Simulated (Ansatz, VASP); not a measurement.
TiAl in VASP and in Ansatz

```
Ti Al
1.0
     3.16281   -0.24329   -0.03867
    -0.24329    3.17744    0.00109
    -0.03867    0.00109    3.26133
Ti Al
1 1
Direct
  0.99269 0.98333 0.02296
  0.50731 0.51667 0.47704
```

Change from the starting cell: all atoms moved at random, sigma 0.1 Å a component, cell strained at random, sigma 0.06.

Alike in both runs: task single point; functional PBEsol; k mesh 10 × 10 × 10; occupations gaussian, width 0.15 eV; no spin polarisation.

|  | VASP | Ansatz |
| --- | --- | --- |
| version | VASP 6.6.1 | Ansatz 0.2.0 |
| potentials or method | VASP PAW PBE potentials, release 64 (Ti_sv, Al), cutoff 520 eV | scalar-relativistic, plane waves, PAW |
| valence electrons in the cell | 15 | 15 |

```csv
,VASP,Ansatz,Ansatz less VASP
gap on the k mesh at the Fermi level (eV),none,none,-
pressure (GPa),-0.3,-0.3,-0.04
"traceless stress, the component that is largest in VASP (GPa)",12.76,12.74,-0.017
rms of the force components (eV/Å),0.816,0.814,-0.0019
```

VASP's potentials were made for PBE, not for PBEsol. Atom by atom the forces differ by 0.002 eV/Å (rms over components). A gap of «none» marks a metal or a gap that the smearing closes. The functional is the same, so the differences come from potentials, cutoffs and numerics.
